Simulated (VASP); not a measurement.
# Re (Pm-3m) in VASP: notebook, part 2 of 2

VASP 6.6.1. Earlier steps stand in the parts before.

## 4. Single point, PBEsol

The input, INCAR:

```
SYSTEM = Re
PREC     = Accurate       ! precision mode
ENCUT    = 520            ! plane-wave cutoff, eV
EDIFF    = 1E-6           ! SCF threshold, eV
ISMEAR   = -1             ! smearing method
SIGMA    = 0.1            ! smearing width, eV
LREAL    = .FALSE.        ! projectors in reciprocal space
LASPH    = .TRUE.         ! aspherical terms in the spheres
NELM     = 80             ! most SCF steps
ALGO     = Normal         ! electronic algorithm
ISIF     = 2              ! what is computed and relaxed
LWAVE    = .FALSE.        ! write WAVECAR
LCHARG   = .FALSE.        ! write CHGCAR
GGA      = PS             ! functional
NBANDS   = 10             ! bands
```

The input, KPOINTS:

```
Automatic mesh
0
G
  15 15 15
  0 0 0
```

The input, POSCAR:

```
Re
1.0
    2.4078199927      0.0000000000      0.0000000000
    0.0000000000      2.4078199927      0.0000000000
    0.0000000000      0.0000000000      2.4078199927
Re
1
Direct
    0.0000000000      0.0000000000      0.0000000000
```

Potentials or basis: VASP PAW PBE potentials, release 64 (Re).

Started as:

```bash
> cat potpaw_PBE.64/Re/POTCAR > POTCAR
> mpirun -np 1 vasp_std > vasp.out
```

OUTCAR:

```text
SYSTEM = Re
   PREC = Accurate
   ENCUT = 520
   EDIFF = 1E-6
   ISMEAR = -1
   LREAL = .FALSE.
   LASPH = .TRUE.
   NELM = 80
   ISIF = 2
   GGA = PS

 ion  position               nearest neighbor table
   1  0.000  0.000  0.000-

  LATTYP: Found a simple cubic cell.
 ALAT       =     2.4078199927

  Lattice vectors:

 A1 = (   2.4078199927,   0.0000000000,   0.0000000000)
 A2 = (   0.0000000000,   2.4078199927,   0.0000000000)
 A3 = (   0.0000000000,   0.0000000000,   2.4078199927)

Analysis of symmetry for initial positions (statically):
=====================================================================
 Subroutine PRICEL returns:
 Original cell was already a primitive cell.

 Routine SETGRP: Setting up the symmetry group for a
 simple cubic supercell.

 Subroutine GETGRP returns: Found 48 space group operations
 (whereof 48 operations were pure point group operations)
 out of a pool of 48 trial point group operations.

The static configuration has the point symmetry O_h .

Analysis of symmetry for dynamics (positions and initial velocities):
[... 163 lines left out ...]

 k-point     1 :       0.0000    0.0000    0.0000
  band No.  band energies     occupation
      1      -1.6352      2.00000
      2       2.1055      2.00000
      3       2.1055      2.00000
      4      13.7757      0.00000
      5      13.7757      0.00000
      6      13.7757      0.00000
      7      26.1755      0.00000
      8      26.1755      0.00000
      9      26.1755      0.00000
     10      33.1903      0.00000
[... 287 lines left out ...]
 k-point    24 :       0.3333    0.2000    0.0000
  band No.  band energies     occupation
      1       2.2295      2.00000
      2       4.1472      2.00000
      3       6.2441      2.00000
      4       9.7450      0.00313
      5      10.0174      0.00021
      6      12.2370      0.00000
      7      20.6039      0.00000
      8      25.9917      0.00000
      9      28.6973      0.00000
     10      35.2240      0.00000

 [... further k-points ...]

------------------------ aborting loop because EDIFF is reached ----------------------------------------

  FORCE on cell =-STRESS in cart. coord.  units (eV):
  Direction    XX          YY          ZZ          XY          YZ          ZX
  --------------------------------------------------------------------------------------
  -------------------------------------------------------------------------------------
  Total        6.1281165      6.1281165      6.1281165      0.0000000      0.0000000      0.0000000
  in kB      703.3403700    703.3403700    703.3403700      0.0000000      0.0000000      0.0000000
  external PRESSURE =     703.3403700 kB  Pullay stress =       0.0000000 kB

 VOLUME and BASIS-vectors are now :
 -----------------------------------------------------------------------------
  energy-cutoff  :      520.00
  volume of cell :       13.96
      direct lattice vectors                 reciprocal lattice vectors
     2.407819993  0.000000000  0.000000000     0.415313438  0.000000000  0.000000000
     0.000000000  2.407819993  0.000000000     0.000000000  0.415313438  0.000000000
     0.000000000  0.000000000  2.407819993     0.000000000  0.000000000  0.415313438

 POSITION                                       TOTAL-FORCE (eV/Angst)
 -----------------------------------------------------------------------------------
      0.00000      0.00000      0.00000         0.000000      0.000000      0.000000
 -----------------------------------------------------------------------------------
    total drift:                                0.000000      0.000000      0.000000

  FREE ENERGIE OF THE ION-ELECTRON SYSTEM (eV)
  ---------------------------------------------------
  free  energy   TOTEN  =       -11.4500767427 eV

  energy  without entropy=      -11.4211478551  energy(sigma->0) =      -11.43561230
```

OSZICAR:

```text
N       E                     dE             d eps       ncg     rms          rms(c)
DAV:   1     0.722075215700E+01    0.72208E+01   -0.34788E+03  3784   0.796E+02
DAV:   2    -0.114578373738E+02   -0.18679E+02   -0.17277E+02  3724   0.166E+02
DAV:   3    -0.118634034656E+02   -0.40557E+00   -0.39788E+00  3942   0.442E+01
DAV:   4    -0.118657004746E+02   -0.22970E-02   -0.22954E-02  3918   0.157E+00
DAV:   5    -0.118657049558E+02   -0.44811E-05   -0.44813E-05  3508   0.348E-02    0.366E+01
DAV:   6    -0.115774163883E+02    0.28829E+00   -0.18300E-01  3834   0.805E+00    0.194E+01
DAV:   7    -0.114525292415E+02    0.12489E+00   -0.20046E-01  3846   0.797E+00    0.596E-01
DAV:   8    -0.114500459075E+02    0.24833E-02   -0.39763E-03  3068   0.143E+00    0.266E-01
DAV:   9    -0.114501061812E+02   -0.60274E-04   -0.10704E-04  3600   0.881E-02    0.449E-02
DAV:  10    -0.114500768195E+02    0.29362E-04   -0.10480E-05  2938   0.945E-02    0.496E-03
DAV:  11    -0.114500767427E+02    0.76760E-07   -0.76286E-08  1858   0.688E-03
   1 F= -.11450077E+02 E0= -.11435612E+02  d E =-.289289E-01
```

stdout:

```text
POSCAR found type information on POSCAR Re
 POSCAR found :  1 types and       1 ions
 scaLAPACK will be used
 -----------------------------------------------------------------------------
|                                                                             |
|                                                                             |
|     You enforced a specific xc type in the INCAR file but a different       |
|     I HOPE YOU KNOW WHAT YOU ARE DOING!                                     |
|                                                                             |
 -----------------------------------------------------------------------------

 LDA part: xc-table for (Slater+PW92), standard interpolation
 POSCAR, INCAR and KPOINTS ok, starting setup
 FFT: planning ... GRIDC
 FFT: planning ... GRID_SOFT
 FFT: planning ... GRID
 WAVECAR not read
 entering main loop
```

It took 28 s on 1 thread of Intel Xeon 8259CL, shared host; peak memory 0.13 GiB.

Results:

```
Free energy : -11.4501 eV
Pressure    : 70.3 GPa
```

Levels at points of the mesh, in eV from the Fermi level:
```tsv
k point	band 1	band 2	band 3	band 4	band 5	band 6	band 7	band 8
(0.00, 0.00, 0.00)	-10.73	-6.99	-6.99	4.68	4.68	4.68	17.08	17.08
```

Caveat: the PAW data sets were made with another functional, which shifts forces and pressure a little; spin-orbit coupling is left out, which moves the levels of the heavy elements.

## 5. Single point, PBEsol

This run uses another cell than the first one, of 13.96 Å³/atom, 1.105 times its volume.

The input, INCAR:

```
SYSTEM = Re
  PREC = Accurate
  ENCUT = 520
  EDIFF = 1E-7
  ISMEAR = 1
  SIGMA = 0.005
  LREAL = .False.
  LASPH = .True.
  NELM = 80
  ALGO = Normal
  ISIF = 2
  LWAVE = .False.
  LCHARG = .False.
  GGA = PS
  NBANDS = 10
```

The input, KPOINTS:

```
Automatic mesh
0
Gamma
  15 15 15
  0 0 0
```

POSCAR is that of step 4.

Potentials or basis: VASP PAW PBE potentials, release 64 (Re).

Started as:

```bash
> cat potpaw_PBE.64/Re/POTCAR > POTCAR
> mpirun -np 1 vasp_std > vasp.out
```

OUTCAR:

```text
SYSTEM = Re
   PREC = Accurate
   ENCUT = 520
   EDIFF = 1E-7
   ISMEAR = 1
   LREAL = .False.
   LASPH = .True.
   NELM = 80
   ISIF = 2
   GGA = PS

 ion  position               nearest neighbor table
   1  0.000  0.000  0.000-

  LATTYP: Found a simple cubic cell.
 ALAT       =     2.4078199927

  Lattice vectors:

 A1 = (   2.4078199927,   0.0000000000,   0.0000000000)
 A2 = (   0.0000000000,   2.4078199927,   0.0000000000)
 A3 = (   0.0000000000,   0.0000000000,   2.4078199927)

Analysis of symmetry for initial positions (statically):
[... 483 lines left out ...]
      4       9.7442      0.00000
      5      10.0167      0.00000
      6      12.2364      0.00000
      7      20.6034      0.00000
      8      25.9915      0.00000
      9      28.6972      0.00000
     10      35.0812      0.00000

 [... further k-points ...]
[... 5 lines left out ...]
  --------------------------------------------------------------------------------------
  -------------------------------------------------------------------------------------
  Total        6.0906741      6.0906741      6.0906741      0.0000000      0.0000000      0.0000000
  in kB      699.0430023    699.0430023    699.0430023      0.0000000      0.0000000      0.0000000
  external PRESSURE =     699.0430023 kB  Pullay stress =       0.0000000 kB

 VOLUME and BASIS-vectors are now :
 -----------------------------------------------------------------------------
  energy-cutoff  :      520.00
  volume of cell :       13.96
      direct lattice vectors                 reciprocal lattice vectors
     2.407819993  0.000000000  0.000000000     0.415313438  0.000000000  0.000000000
     0.000000000  2.407819993  0.000000000     0.000000000  0.415313438  0.000000000
     0.000000000  0.000000000  2.407819993     0.000000000  0.000000000  0.415313438

 POSITION                                       TOTAL-FORCE (eV/Angst)
 -----------------------------------------------------------------------------------
      0.00000      0.00000      0.00000         0.000000      0.000000      0.000000
 -----------------------------------------------------------------------------------
    total drift:                               -0.000000      0.000000      0.000000

  FREE ENERGIE OF THE ION-ELECTRON SYSTEM (eV)
  ---------------------------------------------------
  free  energy   TOTEN  =       -11.4347626722 eV

  energy  without entropy=      -11.4347656555  energy(sigma->0) =      -11.43476367
```

stdout:

```text
POSCAR found type information on POSCAR Re
 POSCAR found :  1 types and       1 ions
 scaLAPACK will be used
 -----------------------------------------------------------------------------
|                                                                             |
|                                                                             |
|     You enforced a specific xc type in the INCAR file but a different       |
|     I HOPE YOU KNOW WHAT YOU ARE DOING!                                     |
|                                                                             |
 -----------------------------------------------------------------------------

 LDA part: xc-table for (Slater+PW92), standard interpolation
 POSCAR, INCAR and KPOINTS ok, starting setup
 FFT: planning ... GRIDC
 FFT: planning ... GRID_SOFT
 FFT: planning ... GRID
 WAVECAR not read
 entering main loop
```

Run time: 32 s. Hardware: 1 thread of Intel Xeon 8259CL, shared host; peak memory 0.13 GiB.

Results:

```
Free energy : -11.4348 eV
Pressure    : 69.9 GPa
```

Caveat: the PAW data sets were made with another functional, which shifts forces and pressure a little; spin-orbit coupling is left out, which moves the levels of the heavy elements.

## 6. Summary

```tsv
cell	smearing	gap on the mesh (eV)	pressure (GPa)
a = 2.329 Å, 1 atom	fermi-dirac 0.1 eV	none	137.4
a = 2.408 Å, 1 atom	fermi-dirac 0.1 eV	none	70.3
a = 2.408 Å, 1 atom	methfessel-paxton 0.005 eV	none	69.9
```

Alike in all rows: task single point; level PBEsol; potentials or basis VASP PAW PBE potentials, release 64 (Re); no spin polarisation; k mesh 15 × 15 × 15; cutoff (eV) 520.

Caveats: the PAW data sets were made with another functional, which shifts forces and pressure a little; spin-orbit coupling is left out, which moves the levels of the heavy elements.

Total energies depend on the potentials used, so only differences within one code and one set of settings carry meaning.
